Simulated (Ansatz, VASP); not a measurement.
One calculation of HgTe, two programs

```
Hg Te
1.0
     0.00000    3.32620    3.32620
     3.32620    0.00000    3.32620
     3.32620    3.32620    0.00000
Hg Te
1 1
Direct
  0.00000 0.00000 0.00000
  0.25000 0.25000 0.25000
```

Alike in both runs: functional PBE; k mesh 14 × 14 × 14; occupations gaussian, width 0.1 eV; no spin polarisation.

Ansatz relaxed the structure, and its values are those at the end. VASP's run is a single point on that final structure, the one shown.

|  | VASP | Ansatz |
| --- | --- | --- |
| version | VASP 6.6.1 | Ansatz 0.2.0 |
| potentials or method | VASP PAW PBE potentials, release 64 (Hg, Te), cutoff 520 eV | scalar-relativistic, plane waves, PAW |
| valence electrons in the cell | 18 | 36 |

```tsv
	VASP	Ansatz	Ansatz less VASP
gap on the k mesh at the Fermi level (eV)	none	none	-
pressure (GPa)	0.0	0.0	-0.04
```

A gap of «none» marks a metal or a gap that the smearing closes. VASP's potentials hold 18 valence electrons a cell and Ansatz's 36, so a difference there can come from the potentials and not from the codes.

Spin-orbit coupling is off throughout.
